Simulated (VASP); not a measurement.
# BF (Fm-3m) in VASP: settings compared

Aim: see how the results for BF move with the level of theory and the settings. Levels: PBE, RPBE. Tasks: single point.

Everything below comes from runs of VASP 6.6.1. Logs are shortened: lines on timing, memory, paths and dates and some standing lists are left out, and cuts for length are marked.

**1. The cell of the first run**

The structure is cubic, space group Fm-3m (No. 225). Conventional cell: a = 4.153 Å, b = 4.153 Å, c = 4.153 Å, α = 90.00°, β = 90.00°, γ = 90.00°. Within 2.7 Å of F (site symmetry m-3m) lie 6 B at 2.08 Å. B (site symmetry m-3m) has 6 F at 2.08 Å within 2.7 Å.

**2. Single point, PBE**

INCAR

```
PREC = Accurate
ENCUT = 600
EDIFF = 1E-6
ISMEAR = 1
SIGMA = 0.0519
LREAL = F
LASPH = T
NELM = 120
ALGO = Normal
ISIF = 2
LWAVE = F
LCHARG = F
GGA = PE
NBANDS = 12
GGA_COMPAT = F
```

KPOINTS

```
regular mesh
0
Gamma
  7 7 7
```

POSCAR

```
BF
1.0
    0.0000000000      2.0767430000      2.0767430000
    2.0767430000      0.0000000000      2.0767430000
    2.0767430000      2.0767430000      0.0000000000
F B
1 1
Direct
    0.0000000000      0.0000000000      0.0000000000
    0.5000000000      0.5000000000      0.5000000000
```

Potentials or basis: VASP PAW PBE potentials, release 64 (F, B).

Run with:

```
cat potpaw_PBE.64/F/POTCAR potpaw_PBE.64/B/POTCAR > POTCAR
mpirun -np 1 vasp_std > vasp.out
```

OUTCAR:

```text
PREC = Accurate
   ENCUT = 600
   EDIFF = 1E-6
   ISMEAR = 1
   LREAL = F
   LASPH = T
   NELM = 120
   ISIF = 2
   GGA = PE

 ion  position               nearest neighbor table
   1  0.000  0.000  0.000-
   2  0.500  0.500  0.500-

  LATTYP: Found a face centered cubic cell.
 ALAT       =     4.1534860000

  Lattice vectors:

 A1 = (   0.0000000000,   2.0767430000,   2.0767430000)
 A2 = (   2.0767430000,   0.0000000000,   2.0767430000)
 A3 = (   2.0767430000,   2.0767430000,   0.0000000000)

Analysis of symmetry for initial positions (statically):
=====================================================================
 Subroutine PRICEL returns:
 Original cell was already a primitive cell.

 Routine SETGRP: Setting up the symmetry group for a
 face centered cubic supercell.

 Subroutine GETGRP returns: Found 48 space group operations
 (whereof 48 operations were pure point group operations)
 out of a pool of 48 trial point group operations.

The static configuration has the point symmetry O_h .

Analysis of symmetry for dynamics (positions and initial velocities):
=====================================================================
 Subroutine PRICEL returns:
 Original cell was already a primitive cell.

 Routine SETGRP: Setting up the symmetry group for a
 face centered cubic supercell.

 Subroutine GETGRP returns: Found 48 space group operations
 (whereof 48 operations were pure point group operations)
 out of a pool of 48 trial point group operations.

The dynamic configuration has the point symmetry O_h .

 Subroutine INISYM returns: Found 48 space group operations
 (whereof 48 operations are pure point group operations),
 and found     1 'primitive' translations

----------------------------------------------------------------------------------------

                                     Primitive cell

  volume of cell :      17.9134

  direct lattice vectors                    reciprocal lattice vectors
     0.000000000  2.076743000  2.076743000    -0.240761616  0.240761616  0.240761616
     2.076743000  0.000000000  2.076743000     0.240761616 -0.240761616  0.240761616
     2.076743000  2.076743000  0.000000000     0.240761616  0.240761616 -0.240761616

  length of vectors
     2.936958116  2.936958116  2.936958116     0.417011351  0.417011351  0.417011351

  position of ions in fractional coordinates (direct lattice)
     0.000000000  0.000000000  0.000000000
     0.500000000  0.500000000  0.500000000

  ion indices of the primitive-cell ions
   primitive index   ion index
                 1           1
                 2           2

----------------------------------------------------------------------------------------

 KPOINTS: regular mesh

Automatic generation of k-mesh.
 Grid dimensions read from file:
 generate k-points for:    7    7    7

 Generating k-lattice:

  Cartesian coordinates                     Fractional coordinates (reciprocal lattice)
    -0.034394517  0.034394517  0.034394517     0.142857143  0.000000000  0.000000000
     0.034394517 -0.034394517  0.034394517     0.000000000  0.142857143  0.000000000
     0.034394517  0.034394517 -0.034394517     0.000000000  0.000000000  0.142857143

  Length of vectors
     0.059573050  0.059573050  0.059573050

  Shift w.r.t. Gamma in fractional coordinates (k-lattice)
     0.000000000  0.000000000  0.000000000

 Subroutine IBZKPT returns following result:
 ===========================================

 Found     20 irreducible k-points:

 Following reciprocal coordinates:
            Coordinates               Weight
  0.000000  0.000000  0.000000      1.000000
  0.142857  0.000000  0.000000      8.000000
  0.285714  0.000000  0.000000      8.000000
  0.428571  0.000000  0.000000      8.000000
  0.142857  0.142857  0.000000      6.000000
  0.285714  0.142857  0.000000     24.000000
[... 12 lines left out ...]
 -0.428571  0.428571  0.142857     24.000000
 -0.285714  0.428571  0.142857     24.000000
   k-points           NKPTS =     20   k-points in BZ     NKDIM =     20   number of bands    NBANDS=     12
   number of dos      NEDOS =    301   number of ions     NIONS =      2
   total plane-waves  NPLWV =  13824
   dimension x,y,z NGX =    24 NGY =   24 NGZ =   24
   dimension x,y,z NGXF=    48 NGYF=   48 NGZF=   48
   ions per type =               1   1
   NGX,Y,Z   is equivalent  to a cutoff of  13.59, 13.59, 13.59 a.u.
   NGXF,Y,Z  is equivalent  to a cutoff of  27.17, 27.17, 27.17 a.u.
 SYSTEM =  unknown system
   PREC   = accura    normal or accurate (medium, high low for compatibility)
   ISTART =      0    job   : 0-new  1-cont  2-samecut
   ICHARG =      2    charge: 1-file 2-atom 10-const
   ISPIN  =      1    spin polarized calculation?
   LNONCOLLINEAR =      F non collinear calculations
   LSORBIT =      F    spin-orbit coupling
   LASPH  =      T    aspherical Exc in radial PAW
   ENCUT  =  600.0 eV  44.10 Ry    6.64 a.u.   5.87  5.87  5.87*2*pi/ulx,y,z
   NELM   =    120;   NELMIN=  2; NELMDL= -5     # of ELM steps
   EDIFF  = 0.1E-05   stopping-criterion for ELM
   LREAL  =      F    real-space projection
   EDIFFG = 0.1E-04   stopping-criterion for IOM
   NSW    =      0    number of steps for IOM
   IBRION =     -1    ionic relax: 0-MD 1-quasi-New 2-CG
   NFREE  =      0    steps in history (QN), initial steepest desc. (CG)
   ISIF   =      2    stress and relaxation
   ISYM   =      2    0-nonsym 1-usesym 2-fastsym
   POTIM  = 0.5000    time-step for ionic-motion
   TEBEG  =    0.0;   TEEND  =   0.0 temperature during run
   PSTRESS=    0.0 pullay stress
   NELECT =      10.0000    total number of electrons
   NUPDOWN=      -1.0000    fix difference up-down
   EMIN   =  10.00;   EMAX   =-10.00  energy-range for DOS
   EFERMI =   0.00;   METHOD = LEGACY
   ISMEAR =     1;   SIGMA  =   0.05  broadening in eV -4-tet -1-fermi 0-gaus
   EFERMI_NEDOS =   21; number of points for ismear=-14 and -15
   IALGO  =     38    algorithm
   IMIX   =      4    mixing-type and parameters
     AMIX     =   0.40;   BMIX     =  1.00
     AMIX_MAG =   1.60;   BMIX_MAG =  1.00
  volume/ion in A,a.u.               =       8.96        60.44
  Fermi-wavevector in a.u.,A,eV,Ry     =   1.347976  2.547305 24.722311  1.817039
  Thomas-Fermi vector in A             =   2.475682
   LORBIT       =      0    0 simple, 1 ext, 2 COOP (PROOUT), +10 PAW based schemes
   GGA     = PE    functional components
   LHFCALC =     F    Hartree Fock is set to
   AEXX    =    0.0000 exact exchange contribution
   IVDW    =     0    specifies the selected vdW correction
   LEPSILON=     F    determine dielectric tensor
   LRPA    =     F    only Hartree local field effects (RPA)
 non-spin polarized calculation
 Methfessel and Paxton  Order N= 1 SIGMA  =   0.05
  energy-cutoff  :      600.00
  volume of cell :       17.91
 maximum number of plane-waves:       612
   NGX = 11   NGY = 11   NGZ = 11

 number of electron      10.0000005 magnetization

 Free energy of the ion-electron system (eV)
  ---------------------------------------------------
  ext. energy  EPLUGINS =         0.00000000
  ---------------------------------------------------
  free energy    TOTEN  =        -6.02615138 eV

  energy without entropy =       -6.02684159  energy(sigma->0) =       -6.02638145

 E-fermi :   5.1497     XC(G=0): -11.0676

 val. band max:        5.0668190903   @ k =  -0.4286   0.1429   0.0000
 cond. band min:       5.2007155727   @ k =  -0.4286   0.1429   0.0000
 fundamental gap:      0.1338964824
 Fermi energy:         5.1497451012

 k-point     1 :       0.0000    0.0000    0.0000
  band No.  band energies     occupation
      1     -21.4546      2.00000
      2      -1.5499      2.00000
      3      -1.5499      2.00000
      4      -1.5499      2.00000
      5      -1.0771      2.00000
      6      10.6645      0.00000
      7      10.6645      0.00000
      8      10.6645      0.00000
      9      20.4801      0.00000
     10      20.4801      0.00000
     11      20.4801      0.00000
     12      24.3620      0.00000

 k-point     2 :       0.1429    0.0000    0.0000
  band No.  band energies     occupation
      1     -21.3334      2.00000
      2      -3.2481      2.00000
      3      -1.5614      2.00000
      4      -1.5614      2.00000
      5       0.6899      2.00000
      6       9.7491      0.00000
      7      10.1268      0.00000
      8      10.1268      0.00000
      9      19.2518      0.00000
     10      21.3120      0.00000
     11      21.3120      0.00000
     12      26.1070      0.00000

 k-point     3 :       0.2857    0.0000    0.0000
  band No.  band energies     occupation
      1     -21.0473      2.00000
      2      -4.8234      2.00000
      3      -1.5809      2.00000
      4      -1.5809      2.00000
      5       2.4993      2.00000
      6       7.8344      0.00000
      7       9.0873      0.00000
      8       9.0873      0.00000
      9      18.9238      0.00000
     10      23.4016      0.00000
     11      23.4016      0.00000
     12      26.0290      0.00000
[... 226 lines left out ...]
 k-point    19 :      -0.4286    0.4286    0.1429
  band No.  band energies     occupation
      1     -20.5753      2.00000
      2      -4.7008      2.00000
      3      -3.1623      2.00000
      4      -2.8975      2.00000
      5       2.9731      2.00000
      6       7.8889      0.00000
      7       8.9127      0.00000
      8       9.0896      0.00000
      9      16.3476      0.00000
     10      24.1090      0.00000
     11      26.7415      0.00000
     12      30.8343      0.00000

 k-point    20 :      -0.2857    0.4286    0.1429
  band No.  band energies     occupation
      1     -20.5529      2.00000
      2      -4.1857      2.00000
      3      -4.1019      2.00000
      4      -2.7630      2.00000
      5       3.7719      2.00000
      6       7.3417      0.00000
      7       8.5153      0.00000
      8       8.8028      0.00000
      9      18.9061      0.00000
     10      21.4140      0.00000
     11      27.1009      0.00000
     12      31.0697      0.00000

------------------------ aborting loop because EDIFF is reached ----------------------------------------

  FORCE on cell =-STRESS in cart. coord.  units (eV):
  Direction    XX          YY          ZZ          XY          YZ          ZX
  --------------------------------------------------------------------------------------
  -------------------------------------------------------------------------------------
  Total        3.5401293      3.5401293      3.5401293     -0.0000000     -0.0000000     -0.0000000
  in kB      316.6295508    316.6295508    316.6295508     -0.0000000     -0.0000000     -0.0000000
  external PRESSURE =     316.6295508 kB  Pullay stress =       0.0000000 kB

 VOLUME and BASIS-vectors are now :
 -----------------------------------------------------------------------------
  energy-cutoff  :      600.00
  volume of cell :       17.91
      direct lattice vectors                 reciprocal lattice vectors
     0.000000000  2.076743000  2.076743000    -0.240761616  0.240761616  0.240761616
     2.076743000  0.000000000  2.076743000     0.240761616 -0.240761616  0.240761616
     2.076743000  2.076743000  0.000000000     0.240761616  0.240761616 -0.240761616

 POSITION                                       TOTAL-FORCE (eV/Angst)
 -----------------------------------------------------------------------------------
      0.00000      0.00000      0.00000         0.000000      0.000000     -0.000000
      2.07674      2.07674      2.07674         0.000000      0.000000      0.000000
 -----------------------------------------------------------------------------------
    total drift:                                0.000000     -0.000000     -0.000000

  FREE ENERGIE OF THE ION-ELECTRON SYSTEM (eV)
  ---------------------------------------------------
  free  energy   TOTEN  =        -6.0261513763 eV

  energy  without entropy=       -6.0268415893  energy(sigma->0) =       -6.02638145
```

Wall time 5.6 s (1 thread of Intel Xeon Platinum 8488C (Sapphire Rapids), shared host); peak memory 0.13 GiB.

What came out:

- Free energy: -6.0262 eV
- Pressure: 31.7 GPa
- Band gap on the k mesh: 0.13 eV

Levels at points of the mesh, in eV from the valence-band top:
| k point | band 2 | band 3 | band 4 | band 5 | band 6 | band 7 | band 8 | band 9 |
| --- | --- | --- | --- | --- | --- | --- | --- | --- |
| (0.00, 0.00, 0.00) | -6.62 | -6.62 | -6.62 | -6.14 | 5.60 | 5.60 | 5.60 | 15.41 |

Caveat: the cell stands under pressure; an odd mesh through Γ misses points on the zone boundary, where band edges can lie.

(Part 1 of 2 ends here.)
